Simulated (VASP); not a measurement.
Set up this calculation in VASP 6.6.1, as the native input.

```yaml
Task: single point
Functional: PBE
Potentials_or_basis: VASP PAW PBE potentials, release 64 (As, C, O)
Cutoff: 520 eV
k_mesh: 12 × 12 × 6
Occupations: gaussian, width 0.1 eV
Spin: no spin polarisation
Dipole_correction: no
Further_INCAR_settings: ALGO = Fast; EDIFF = 1e-07; NBANDS = 25
```

The structure of As2CO3 lies in POSCAR:

```
As2CO3
1.0
    3.0657680996      0.0000000000      0.0000000000
    0.0000000000      3.0657680996      0.0000000000
    0.0000000000      0.0000000000      6.6564228835
As C O
2 1 3
Direct
    0.0000000000      0.5000000000      0.7144716996
    0.5000000000      0.0000000000      0.2855283004
    0.0000000000      0.0000000000      0.0000000000
    0.5000000000      0.5000000000      0.0000000000
    0.0000000000      0.5000000000      0.3808777893
    0.5000000000      0.0000000000      0.6191222107
```

The cell was generated, and may not be a known phase.

One way to write it, as run:

INCAR

```
SYSTEM = As2CO3
PREC     = Accurate       ! precision mode
ENCUT    = 520            ! plane-wave cutoff, eV
EDIFF    = 1E-7           ! SCF threshold, eV
ISMEAR   = 0              ! smearing method
SIGMA    = 0.1            ! smearing width, eV
LREAL    = .False.        ! projectors in reciprocal space
LASPH    = .True.         ! aspherical terms in the spheres
NELM     = 100            ! most SCF steps
ALGO     = Fast           ! electronic algorithm
ISIF     = 2              ! what is computed and relaxed
LWAVE    = .False.        ! write WAVECAR
LCHARG   = .False.        ! write CHGCAR
GGA      = PE             ! functional
NBANDS   = 25             ! bands
```

KPOINTS

```
Automatic mesh
0
Gamma
  12 12 6
  0 0 0
```

Potentials or basis: VASP PAW PBE potentials, release 64 (As, C, O).

Launch:

```bash
$ cat potpaw_PBE.64/As/POTCAR potpaw_PBE.64/C/POTCAR potpaw_PBE.64/O/POTCAR > POTCAR
$ mpirun -np 1 vasp_std > vasp.out
```

Results of the run:

* Pressure: -0.1 GPa
* Largest force: 0.008 eV/Å
* Band gap on the k mesh: zero (bands 16 and 17 overlap by 0.01 eV)

It took 4.1 min on 1 thread of Oxide Virtual Turin-like Processor (shared host), peak memory 0.25 GiB.
